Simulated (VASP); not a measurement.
# Mn3Si (Fm-3m) in VASP: a series of runs, part 2 of 2

VASP 6.6.1. Earlier steps stand in the parts before.

## Step 3: Single point, PBEsol+D3(BJ), collinear spin, ferromagnetic start

This run uses another cell than the first one, of 11.71 Å³/atom.

The input, INCAR:

```
PREC = Accurate
ENCUT = 540
EDIFF = 1E-6
ISMEAR = 1
SIGMA = 0.1
LREAL = False
LASPH = True
NELM = 300
ALGO = All
ISIF = 2
LWAVE = False
LCHARG = True
ISPIN = 2
MAGMOM = 2.8 2.8 2.8 0
LORBIT = 11
LMAXMIX = 4
GGA = PS
IVDW = 12
LVHAR = True
NBANDS = 34
GGA_COMPAT = False
ISEARCH = 1
KPAR = 4
```

The input, KPOINTS:

```
Automatic mesh
0
Gamma
  8 8 8
```

The input, POSCAR:

```
Mn3Si
1.0
    0.0000000000      2.8610000000      2.8610000000
    2.8610000000      0.0000000000      2.8610000000
    2.8610000000      2.8610000000      0.0000000000
Mn Si
3 1
Direct
    0.5000000000      0.5000000000      0.5000000000
    0.2500000000      0.2500000000      0.2500000000
    0.7500000000      0.7500000000      0.7500000000
    0.0000000000      0.0000000000      0.0000000000
```

Potentials or basis: VASP PAW PBE potentials, release 64 (Mn_pv, Si).

Started as:

```
$ cat potpaw_PBE.64/Mn_pv/POTCAR potpaw_PBE.64/Si/POTCAR > POTCAR
$ mpirun -np 4 vasp_std > vasp.out
```

OUTCAR:

```text
PREC = Accurate
   ENCUT = 540
   EDIFF = 1E-6
   ISMEAR = 1
   LREAL = False
   LASPH = True
   NELM = 300
   ISIF = 2
   ISPIN = 2
   LORBIT = 11
   GGA = PS
   IVDW = 12
 IVDW          = 12

 ion  position               nearest neighbor table
   1  0.500  0.500  0.500-   2 2.48   2 2.48   2 2.48   3 2.48   3 2.48   3 2.48   3 2.48   2 2.48
                             4 2.86   4 2.86   4 2.86   4 2.86   4 2.86   4 2.86
   2  0.250  0.250  0.250-   4 2.48   4 2.48   4 2.48   1 2.48   1 2.48   1 2.48   4 2.48   1 2.48
                             3 2.86   3 2.86   3 2.86   3 2.86   3 2.86   3 2.86
   3  0.750  0.750  0.750-   1 2.48   1 2.48   1 2.48   4 2.48   4 2.48   4 2.48   4 2.48   1 2.48
                             2 2.86   2 2.86   2 2.86   2 2.86   2 2.86   2 2.86
   4  0.000  0.000  0.000-   3 2.48   3 2.48   3 2.48   2 2.48   2 2.48   2 2.48   3 2.48   2 2.48
                             1 2.86   1 2.86   1 2.86   1 2.86   1 2.86   1 2.86

  LATTYP: Found a face centered cubic cell.
 ALAT       =     5.7220000000

  Lattice vectors:

 A1 = (   0.0000000000,   2.8610000000,   2.8610000000)
 A2 = (   2.8610000000,   0.0000000000,   2.8610000000)
 A3 = (   2.8610000000,   2.8610000000,   0.0000000000)

Analysis of symmetry for initial positions (statically):
=====================================================================
 Subroutine PRICEL returns:
 Original cell was already a primitive cell.

 Routine SETGRP: Setting up the symmetry group for a
 face centered cubic supercell.

 Subroutine GETGRP returns: Found 48 space group operations
 (whereof 48 operations were pure point group operations)
 out of a pool of 48 trial point group operations.

The static configuration has the point symmetry O_h .

Analysis of symmetry for dynamics (positions and initial velocities):
=====================================================================
 Subroutine PRICEL returns:
 Original cell was already a primitive cell.

 Routine SETGRP: Setting up the symmetry group for a
 face centered cubic supercell.

 Subroutine GETGRP returns: Found 48 space group operations
 (whereof 48 operations were pure point group operations)
 out of a pool of 48 trial point group operations.

The dynamic configuration has the point symmetry O_h .

Analysis of structural, dynamic, and magnetic symmetry:
=====================================================================
 Subroutine PRICEL returns:
 Original cell was already a primitive cell.

 Routine SETGRP: Setting up the symmetry group for a
 face centered cubic supercell.

 Subroutine GETGRP returns: Found 48 space group operations
 (whereof 48 operations were pure point group operations)
 out of a pool of 48 trial point group operations.

The overall configuration has the point symmetry O_h .

 Subroutine INISYM returns: Found 48 space group operations
 (whereof 48 operations are pure point group operations),
 and found     1 'primitive' translations

----------------------------------------------------------------------------------------

                                     Primitive cell

  volume of cell :      46.8364

  direct lattice vectors                    reciprocal lattice vectors
     0.000000000  2.861000000  2.861000000    -0.174764069  0.174764069  0.174764069
     2.861000000  0.000000000  2.861000000     0.174764069 -0.174764069  0.174764069
     2.861000000  2.861000000  0.000000000     0.174764069  0.174764069 -0.174764069

  length of vectors
[... 90 lines left out ...]
   IBRION =     -1    ionic relax: 0-MD 1-quasi-New 2-CG
   NFREE  =      0    steps in history (QN), initial steepest desc. (CG)
   ISIF   =      2    stress and relaxation
   ISYM   =      2    0-nonsym 1-usesym 2-fastsym
   POTIM  = 0.5000    time-step for ionic-motion
   TEBEG  =    0.0;   TEEND  =   0.0 temperature during run
   PSTRESS=    0.0 pullay stress
   NELECT =      43.0000    total number of electrons
   NUPDOWN=      -1.0000    fix difference up-down
   EMIN   =  10.00;   EMAX   =-10.00  energy-range for DOS
   EFERMI =   0.00;   METHOD = LEGACY
   ISMEAR =     1;   SIGMA  =   0.10  broadening in eV -4-tet -1-fermi 0-gaus
   EFERMI_NEDOS =   21; number of points for ismear=-14 and -15
   IALGO  =     58    algorithm
   IMIX   =      4    mixing-type and parameters
     AMIX     =   0.40;   BMIX     =  1.00
     AMIX_MAG =   1.60;   BMIX_MAG =  1.00
  volume/ion in A,a.u.               =      11.71        79.02
  Fermi-wavevector in a.u.,A,eV,Ry     =   1.591121  3.006782 34.445395  2.531665
  Thomas-Fermi vector in A             =   2.689710
   LORBIT       =     11    0 simple, 1 ext, 2 COOP (PROOUT), +10 PAW based schemes
   GGA     = PS    functional components
   LHFCALC =     F    Hartree Fock is set to
   AEXX    =    0.0000 exact exchange contribution
   IVDW    =    12    specifies the selected vdW correction
   LEPSILON=     F    determine dielectric tensor
   LRPA    =     F    only Hartree local field effects (RPA)
 spin polarized calculation
 Methfessel and Paxton  Order N= 1 SIGMA  =   0.10
  energy-cutoff  :      540.00
  volume of cell :       46.84
 maximum number of plane-waves:      1363
   NGX = 15   NGY = 15   NGZ = 15

 number of electron      42.9999997 magnetization       1.0095306

 Free energy of the ion-electron system (eV)
  ---------------------------------------------------
  ext. energy  EPLUGINS =         0.00000000
  ---------------------------------------------------
  free energy    TOTEN  =       -36.17215651 eV

  energy without entropy =      -36.17508127  energy(sigma->0) =      -36.17313143

 E-fermi :  10.1542     XC(G=0): -13.2430

 val. band max:       10.1484278641   @ k =   0.2500   0.2500   0.0000
 cond. band min:      10.1795011991   @ k =  -0.3750   0.3750   0.0000
 fundamental gap:      0.0310733350
 Fermi energy:        10.1542002329

 spin component 1

 k-point     1 :       0.0000    0.0000    0.0000
  band No.  band energies     occupation
      1     -38.9798      1.00000
      2     -38.9798      1.00000
      3     -38.9798      1.00000
      4     -37.0626      1.00000
      5     -37.0626      1.00000
      6     -37.0626      1.00000
[... 853 lines left out ...]
     32      19.5619      0.00000
     33      20.3476      0.00000

 [... further k-points ...]

 spin component 2

 k-point     1 :       0.0000    0.0000    0.0000
  band No.  band energies     occupation
      1     -37.9354      1.00000
      2     -37.9354      1.00000
      3     -37.9354      1.00000
      4     -37.8680      1.00000
      5     -37.8680      1.00000
      6     -37.8680      1.00000
[... 853 lines left out ...]
     32      19.5763      0.00000
     33      20.3932      0.00000

 [... further k-points ...]

 [bands above 33 left out]

------------------------ aborting loop because EDIFF is reached ----------------------------------------

 Edisp (eV)   -1.43807

 E8    (eV) :    -0.9596

  FORCE on cell =-STRESS in cart. coord.  units (eV):
  Direction    XX          YY          ZZ          XY          YZ          ZX
  --------------------------------------------------------------------------------------
  -------------------------------------------------------------------------------------
  Total      -5.96792    -5.96792    -5.96792     0.00000     0.00000     0.00000
  in kB    -204.15029  -204.15029  -204.15029     0.00000     0.00000     0.00000
  external pressure =     -204.15 kB  Pullay stress =        0.00 kB

 VOLUME and BASIS-vectors are now :
 -----------------------------------------------------------------------------
  energy-cutoff  :      540.00
  volume of cell :       46.84
      direct lattice vectors                 reciprocal lattice vectors
     0.000000000  2.861000000  2.861000000    -0.174764069  0.174764069  0.174764069
     2.861000000  0.000000000  2.861000000     0.174764069 -0.174764069  0.174764069
     2.861000000  2.861000000  0.000000000     0.174764069  0.174764069 -0.174764069

 POSITION                                       TOTAL-FORCE (eV/Angst)
 -----------------------------------------------------------------------------------
      2.86100      2.86100      2.86100         0.000000      0.000000      0.000000
      1.43050      1.43050      1.43050        -0.000000      0.000000     -0.000000
      4.29150      4.29150      4.29150         0.000000     -0.000000      0.000000
      0.00000      0.00000      0.00000         0.000000      0.000000      0.000000
 -----------------------------------------------------------------------------------
    total drift:                               -0.000000     -0.000000      0.000000

  FREE ENERGIE OF THE ION-ELECTRON SYSTEM (eV)
  ---------------------------------------------------
  free  energy   TOTEN  =       -37.6102261499 eV

  energy  without entropy=      -37.6131515992  energy(sigma->0) =      -37.61120130

 total charge

# of ion       s       p       d       tot
------------------------------------------
    1        0.375   6.351   5.081  11.807
    2        0.336   6.352   5.223  11.911
    3        0.336   6.352   5.223  11.911
    4        0.720   0.889   0.000   1.608
--------------------------------------------------
tot          1.768  19.943  15.526  37.238

 magnetization (x)

# of ion       s       p       d       tot
------------------------------------------
    1        0.026   0.029   2.609   2.664
    2       -0.007  -0.016  -0.846  -0.869
    3       -0.007  -0.016  -0.846  -0.869
    4        0.022   0.024   0.000   0.047
--------------------------------------------------
tot          0.034   0.022   0.917   0.973
```

stdout:

```text
POSCAR found type information on POSCAR MnSi
 POSCAR found :  2 types and       4 ions
 scaLAPACK will be used
 -----------------------------------------------------------------------------
|                                                                             |
|                                                                             |
[... 95 lines left out ...]
  steps along line     -0.33199E-04   0.33199E-04   0.33199E+00   0.98366E-01
  energies along line   0.92333E-05  -0.92333E-05   0.10805E+01   0.78595E-01
  final corrected         step=  0.0094 harm=  0.0096 4th-ord=  0.0094
  steps along line     -0.33199E-04   0.33199E-04   0.33199E+00   0.98366E-01   0.12549E-01   0.12609E-01
  energies along line   0.92333E-05  -0.92333E-05   0.10805E+01   0.78595E-01  -0.11363E-02  -0.11310E-02
 trl  35    -0.360437357851E+02   -0.11337E-02   -0.12764E-
```

Run time: 63 s. Hardware: 4 MPI ranks of Intel Xeon 6975P-C (Granite Rapids), shared host; peak memory 0.33 GiB.

Results:

```
Free energy                                           : -37.6102 eV
Pressure                                              : -20.4 GPa
Band gap on the k mesh                                : zero (filled and empty bands overlap)
Net moment                                            : 1.01 μB per cell
Site moments                                          : Mn +2.66, -0.87 (each value once); Si +0.05 μB
Valence electrons inside the program's atomic spheres : Mn 11.81, 11.91 (each value once); Si 1.61
Dispersion energy per atom                            : -0.360 eV
```

Caveat: three body term missing; the cell stands under tension; the PAW data sets were made with another functional, which shifts forces and pressure a little.

The gap in the log of VASP goes by the Fermi energy; the results here count the filled bands.